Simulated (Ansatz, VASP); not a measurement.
**One calculation of CdF2, two programs**

INCAR

```
ALGO = Normal
EDIFF = 1E-6
ENCUT = 520
GGA = PS
ISIF = 2
ISMEAR = 0
LASPH = True
LCHARG = False
LREAL = False
LWAVE = False
NBANDS = 20
NELM = 100
PREC = Accurate
SIGMA = 0.05
```

File KPOINTS:

```
k-points
0
Gamma
  8 8 8
```

File POSCAR:

```
CdF2
1.0
    0.0000000000      2.6741866646      2.7282052353
    2.6741866646      0.0000000000      2.7282052353
    2.6741866646      2.6741866646      0.0000000000
Cd F
1 2
Direct
    0.0000000000      0.0000000000      0.0000000000
    0.2500000000      0.2500000000      0.2500000000
    0.7500000000      0.7500000000      0.7500000000
```

Input for Ansatz:

```yaml
crystal:
  lattice:
    - [0.0, 2.6741866646, 2.7282052353]
    - [2.6741866646, 0.0, 2.7282052353]
    - [2.6741866646, 2.6741866646, 0.0]
  atoms:
    - { symbol: Cd, position: [0.0, 0.0, 0.0] }
    - { symbol: F, position: [0.25, 0.25, 0.25] }
    - { symbol: F, position: [0.75, 0.75, 0.75] }
basis:
  ecutwfc: 520.0
kpoints:
  mp_grid: { grid: [8, 8, 8] }
hamiltonian:
  xc: pbesol
scf:
  occupations: { method: gaussian, width: 0.05 }
output:
  forces: true
  stress: true
  eigenvalues: true
```

Alike in both runs: task single point; functional PBEsol; k mesh 8 × 8 × 8; occupations gaussian, width 0.05 eV; no spin polarisation.

|  | VASP | Ansatz |
| --- | --- | --- |
| version | VASP 6.6.1 | Ansatz 0.2.0 |
| potentials or method | VASP PAW PBE potentials, release 64 (Cd, F), cutoff 520 eV | scalar-relativistic, plane waves, PAW |
| valence electrons in the cell | 26 | 34 |

```csv
,VASP,Ansatz,Ansatz less VASP
gap on the k mesh at the Fermi level (eV),2.89,2.92,+0.032
least direct gap on the mesh (eV),3.36,3.39,+0.032
pressure (GPa),0.8,0.0,-0.79
"traceless stress, the component that is largest in VASP (GPa)",-1.45,-1.48,-0.027
```

VASP's potentials were made for PBE, not for PBEsol. VASP's potentials hold 26 valence electrons a cell and Ansatz's 34, so a difference there can come from the potentials and not from the codes.
